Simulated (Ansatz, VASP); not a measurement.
# One calculation of HfS2, two programs

INCAR

```
PREC     = Accurate       # precision mode
ENCUT    = 400            # plane-wave cutoff, eV
EDIFF    = 1E-6           # SCF threshold, eV
ISMEAR   = 0              # smearing method
SIGMA    = 0.05           # smearing width, eV
LREAL    = False          # projectors in reciprocal space
LASPH    = True           # aspherical terms in the spheres
NELM     = 120            # most SCF steps
ALGO     = Normal         # electronic algorithm
ISIF     = 2              # what is computed and relaxed
LWAVE    = False          # write WAVECAR
LCHARG   = False          # write CHGCAR
LDIPOL   = True         
IDIPOL   = 3            
DIPOL    = 0.5 0.5 0.500
GGA      = PE             # functional
IVDW     = 12             # dispersion correction
NBANDS   = 18             # bands
GGA_COMPAT= False        
NELMDL   = -8
```

The input KPOINTS:

```
regular mesh
0
Gamma
  33 33 1
```

File POSCAR:

```
HfS2
1.0
    3.6203487713      0.0000000000      0.0000000000
   -1.8101743856      3.1353140065      0.0000000000
    0.0000000000      0.0000000000     20.9099732679
S Hf
2 1
Direct
    0.6666666667      0.3333333333      0.4304166191
    0.3333333333      0.6666666667      0.5695833809
    0.0000000000      0.0000000000      0.5000000145
```

Input for Ansatz:

```yaml
crystal:
  lattice:
    - [3.6203487713, 0.0, 0.0]
    - [-1.8101743856, 3.1353140065, 0.0]
    - [0.0, 0.0, 20.9099732679]
  atoms:
    - { symbol: S, position: [0.6666666667, 0.3333333333, 0.4304166191] }
    - { symbol: Hf, position: [0.0, 0.0, 0.5000000145] }
    - { symbol: S, position: [0.3333333333, 0.6666666667, 0.5695833809] }
basis:
  ecutwfc: 420.0
  fft_grid_basis: typed
kpoints:
  mp_grid: { grid: [33, 33, 1] }
hamiltonian:
  xc: pbe
  dispersion: d3bj
scf:
  occupations: { method: gaussian, width: 0.05 }
output:
  forces: true
  eigenvalues: true
  band_densities:
    - { e_range: [-2.6, -1.8] }
    - { e_range: [-1.8, -1.2] }
    - { e_range: [-1.2, -0.85] }
    - { e_range: [-0.85, 0.0] }
    - { e_range: [0.0, 0.85] }
    - { e_range: [0.85, 1.2] }
    - { e_range: [1.2, 1.8] }
    - { e_range: [1.8, 2.4] }
  band_residual_tolerance: 1.0e-05
  write_potential: true
  elf: true
  write_density: true
  volumetric_format: npy
efield:
  axis: 3
  dipole_correction: true
  ramp_width: 0.04
checkpoint:
  read: start.run
  write: ck
  compress: false
  write_wavefunctions: false
  write_every: 100000
```

Alike in both runs: task single point; functional PBE; dispersion D3(BJ); k mesh 33 × 33 × 1; occupations gaussian, width 0.05 eV; no spin polarisation.

```csv
,VASP,Ansatz
version,VASP 6.6.1,Ansatz 0.2.0
potentials or method,"VASP PAW PBE potentials, release 64 (S, Hf_pv), cutoff 400 eV","scalar-relativistic, plane waves, PAW"
valence electrons in the cell,22,38
```

Ansatz gave:

* gap on the k mesh at the Fermi level (eV): 1.22
* rms of the force components (eV/Å): 0.003

**Question.** Estimate VASP's values.

**Answer.** gap on the k mesh at the Fermi level (eV): 1.23; rms of the force components (eV/Å): 0.033.

VASP's potentials hold 22 valence electrons a cell and Ansatz's 38, so a difference there can come from the potentials and not from the codes. Ansatz's warnings: published levels not confirmed.

Neither program's run includes spin-orbit coupling.
